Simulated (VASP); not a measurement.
Wanted: the native input for a VASP 6.6.1 run.

```yaml
Task: relaxation of shape and atoms at fixed volume
Functional: PBE
Potentials_or_basis: VASP PAW PBE potentials, release 64 (W_sv, Sb)
Cutoff: 600 eV
k_mesh: 10 × 10 × 6
Occupations: gaussian, width 0.05 eV
Spin: no spin polarisation
Dipole_correction: no
Further_INCAR_settings: ALGO = Normal; EDIFF = 1e-06; IBRION = 2; EDIFFG = -0.01; NSW = 60; ISIF = 4
```

The structure of SbW lies in POSCAR:

```
SbW
1.0
    4.3013856822      0.0000000000      0.0000000000
   -2.1506928411      3.7251092722      0.0000000000
    0.0000000000      0.0000000000      5.1525375137
W Sb
2 2
Direct
    0.0000000000      0.0000000000      0.0000000000
    0.0000000000      0.0000000000      0.5000000000
    0.3333333333      0.6666666667      0.2500000000
    0.6666666667      0.3333333333      0.7500000000
```

This cell differs from its parent crystal: volume scaled by 0.945.

One way to write it, as run:

INCAR

```
PREC = Accurate ; ENCUT = 600
EDIFF = 1E-6 ; ISMEAR = 0
SIGMA = 0.05 ; LREAL = F
LASPH = T ; NELM = 80
ALGO = Normal ; ISIF = 4
LWAVE = F ; LCHARG = F
GGA = PE ; IBRION = 2
NSW = 60 ; EDIFFG = -0.01
```

KPOINTS

```
regular mesh
0
Gamma
  10 10 6
```

Potentials or basis: VASP PAW PBE potentials, release 64 (W_sv, Sb).

Launch:

```bash
$ cat potpaw_PBE.64/W_sv/POTCAR potpaw_PBE.64/Sb/POTCAR > POTCAR
$ mpirun -np 1 vasp_std > vasp.out
```

It gave:

```
Energy gained by relaxing : 0.3 meV/atom
Ionic steps               : 2
Pressure after relaxing   : 8.9 GPa
Band gap on the k mesh    : zero (band 19 reaches 10.41 eV, above the bottom of band 20 at 8.86 eV)
```

Caveat: spin-orbit coupling is left out, which moves the levels of the heavy elements.

Run time: 5.7 min on 1 thread of Oxide Virtual Turin-like Processor, with other jobs on the host, peak memory 0.27 GiB.
